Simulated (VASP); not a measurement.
Input of a VASP 6.6.1 run:

Contents of INCAR:

```
SYSTEM = Ta2NbO2
PREC = Accurate
ENCUT = 520
EDIFF = 1E-7
ISMEAR = 0
SIGMA = 0.1
LREAL = .FALSE.
LASPH = .TRUE.
NELM = 80
ALGO = Normal
ISIF = 2
LWAVE = .FALSE.
LCHARG = .FALSE.
GGA = PE
NBANDS = 32
```

Contents of KPOINTS:

```
Automatic mesh
0
G
  4 4 6
  0 0 0
```

Contents of POSCAR:

```
Ta2NbO2
1.0
    4.7002540600      0.0000000000      0.0000000000
    0.0000000000      4.7002540600      0.0000000000
    0.0000000000      0.0000000000      3.1937455900
Ta Nb O
2 1 2
Direct
    0.0000000000      0.5000000000      0.0000000000
    0.5000000000      0.0000000000      0.0000000000
    0.5000000000      0.5000000000      0.0000000000
    0.0000000000      0.5000000000      0.5000000000
    0.5000000000      0.0000000000      0.5000000000
```

Potentials or basis: VASP PAW PBE potentials, release 64 (Ta_pv, Nb_sv, O).

Run with:

```bash
$ cat potpaw_PBE.64/Ta_pv/POTCAR potpaw_PBE.64/Nb_sv/POTCAR potpaw_PBE.64/O/POTCAR > POTCAR
$ mpirun -np 1 vasp_std > vasp.out
```

Question: Predict the pressure.

Answer: 158.7 GPa.

Stress tensor (GPa, compression positive):
```
 46.53   0.00   0.00
  0.00  46.53   0.00
  0.00   0.00 382.89
```

Caveat: an odd number of electrons without spin polarisation forces a metal; a magnetic or distorted state may lie lower.
